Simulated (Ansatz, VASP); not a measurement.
## Two plane-wave programs on BeS

```xyz
2
Lattice="0.0000 2.4343 2.4343 2.4343 0.0000 2.4343 2.4343 2.4343 0.0000" Properties=species:S:1:pos:R:3 pbc="T T T"
Be    0.0000    0.0000    0.0000
S     3.6515    3.6515    3.6515
```

Alike in both runs: task single point; functional PBE0; k mesh 6 × 6 × 6; no spin polarisation.

|  | VASP | Ansatz |
| --- | --- | --- |
| version | VASP 6.6.1 | Ansatz 0.2.0 |
| potentials or method | VASP PAW PBE potentials, release 64 (Be, S) | plane waves, PAW |
| plane-wave cutoff (eV) | 520 | 420 |
| occupations | gaussian, width 0.01 eV | fixed |
| valence electrons in the cell | 8 | 8 |

VASP gave:

- gap on the k mesh at the Fermi level (eV): 4.80
- pressure (GPa): -1.1

Which values does Ansatz return?

gap on the k mesh at the Fermi level (eV): 4.80; pressure (GPa): -0.9.

Ansatz's warnings: stress exchange threshold loose, stress scf threshold loose.
